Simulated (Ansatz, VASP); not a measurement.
**One calculation of Hg, two programs**

Contents of INCAR:

```
SYSTEM = Hg
  ALGO = Normal
  EDIFF = 1E-7
  ENCUT = 520
  GGA = RP
  ISIF = 2
  ISMEAR = -1
  LASPH = .True.
  LCHARG = .False.
  LREAL = .False.
  LWAVE = .False.
  NBANDS = 19
  NELM = 60
  PREC = Accurate
  SIGMA = 0.1
```

File KPOINTS:

```
k-points
0
Gamma
  8 8 6
  0 0 0
```

File POSCAR:

```
Hg
1.0
   -4.4673487672      4.4650726292      2.4741517712
    4.4650726292     -4.4673487672      2.4741517712
    4.4769050779      4.4769050779     -2.4783205222
Hg
2
Direct
    0.9999534417      0.0000465583      0.0000000000
    0.7500465583      0.2499534417      0.5000000000
```

Input for Ansatz:

```yaml
crystal:
  lattice:
    - [-4.4673487672, 4.4650726292, 2.4741517712]
    - [4.4650726292, -4.4673487672, 2.4741517712]
    - [4.4769050779, 4.4769050779, -2.4783205222]
  atoms:
    - { symbol: Hg, position: [0.9999534417, 4.65583e-05, 0.0] }
    - { symbol: Hg, position: [0.7500465583, 0.2499534417, 0.5] }
hamiltonian:
  xc: rpbe
  pseudopotentials:
    kind: paw
    azcp:
      Hg: "pseudopotentials/Hg.paw.azcp"
basis:
  ecutwfc: 420
  fft_grid_basis: typed
kpoints:
  mp_grid: { grid: [8, 8, 6], shift: [0, 0, 0] }
magnetization:
  spin_polarized: false
scf:
  occupations: { method: fermi_dirac, width: 0.1 }
  lower_state_search: "off"
output:
  stress: true
```

Alike in both runs: task single point; functional RPBE; k mesh 8 × 8 × 6; occupations fermi-dirac, width 0.1 eV; no spin polarisation.

```csv
,VASP,Ansatz
version,VASP 6.6.1,Ansatz 0.2.0
potentials or method,"VASP PAW PBE potentials, release 64 (Hg), cutoff 520 eV","plane waves (420 eV) with PAW, scalar-relativistic"
valence electrons in the cell,24,40
```

|  | VASP | Ansatz | Ansatz less VASP |
| --- | --- | --- | --- |
| pressure (GPa) | 0.0 | 0.0 | +0.02 |

VASP's potentials were made for PBE, not for RPBE. The functional is the same, so the differences come from potentials, cutoffs and numerics. VASP's potentials hold 24 valence electrons a cell and Ansatz's 40, so a difference there can come from the potentials and not from the codes.

Spin-orbit coupling is off throughout.
